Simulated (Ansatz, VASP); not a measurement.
## Two plane-wave programs on InGa5P6

```
In Ga P
1.0
     3.64384    0.00000    0.00000
     0.00000    5.12142    0.00000
     0.00000    0.00000   11.54046
In Ga P
1 5 6
Direct
  0.50000 0.50000 0.00000
  0.00000 0.00000 0.83286
  0.00000 0.00000 0.16714
  0.50000 0.50000 0.33732
  0.00000 0.00000 0.50000
  0.50000 0.50000 0.66268
  0.00000 0.50000 0.18429
  0.00000 0.50000 0.50000
  0.50000 0.00000 0.66131
  0.00000 0.50000 0.81571
  0.50000 0.00000 0.00000
  0.50000 0.00000 0.33869
```

Alike in both runs: functional PBE; k mesh 4 × 4 × 2; occupations gaussian, width 0.1 eV; no spin polarisation.

Ansatz relaxed the structure, and its values are those at the end. VASP's run is a single point on that final structure, the one shown.

|  | VASP | Ansatz |
| --- | --- | --- |
| version | VASP 6.6.1 | Ansatz 0.2.0 |
| potentials or method | VASP PAW PBE potentials, release 64 (In_d, Ga_d, P), cutoff 520 eV | scalar-relativistic, plane waves, PAW |
| valence electrons in the cell | 108 | 108 |

```csv
,VASP,Ansatz,Ansatz less VASP
gap on the k mesh at the Fermi level (eV),none,none,-
pressure (GPa),0.0,0.0,-0.01
rms of the force components (eV/Å),0.006,0.007,+0.0004
```

A gap of «none» marks a metal or a gap that the smearing closes. With one functional, cell and mesh, what is left measures potentials, basis and numerics.

The k mesh is coarse, so the values compare programs but aren't converged.
